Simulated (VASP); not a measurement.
CoO, 2 atoms in the cell. It takes space group Pm-3m (No. 221, cubic). Conventional cell: a = 2.589 Å, b = 2.589 Å, c = 2.589 Å, α = 90.00°, β = 90.00°, γ = 90.00°. Co (site symmetry m-3m) has 8 O at 2.24 Å and 6 Co at 2.59 Å within 3.0 Å. O (site symmetry m-3m) has 8 Co at 2.24 Å and 6 O at 2.59 Å within 3.0 Å. 

- Program: VASP 6.6.1
- Task: single point
- Functional: PBEsol-based global hybrid with 25 % exact exchange
- Potentials or basis: VASP PAW PBE potentials, release 64 (Co, O)
- Cutoff: 520 eV
- k mesh: 5 × 5 × 5
- Occupations: fermi-dirac, width 0.05 eV
- Spin: collinear spin, ferromagnetic start
- Starting moments: [2.0, 0.0] μB
- Dipole correction: no
- Grid for exact exchange (PRECFOCK): Normal
- Share of exact exchange: 0.25
- Further INCAR settings: ALGO = Normal; EDIFF = 1e-06; NBANDS = 18

Potentials or basis: VASP PAW PBE potentials, release 64 (Co, O).

Command:

```console
$ cat potpaw_PBE.64/Co/POTCAR potpaw_PBE.64/O/POTCAR > POTCAR
$ cp INCAR.step1 INCAR
$ mpirun -np 1 vasp_std > vasp.out
$ cp INCAR.step2 INCAR
$ mpirun -np 1 vasp_std > vasp.out
```

Hardware: 1 thread of Intel(R) Xeon(R) Platinum 8259CL CPU @ 2.50GHz (Skylake/Cascade Lake), on a shared host.

Q: How long does it take, and how much memory?

A: Wall time 24 min on 1 thread of Intel(R) Xeon(R) Platinum 8259CL CPU @ 2.50GHz (Skylake/Cascade Lake) (shared host), peak memory 0.14 GiB. Counts: k points 10.
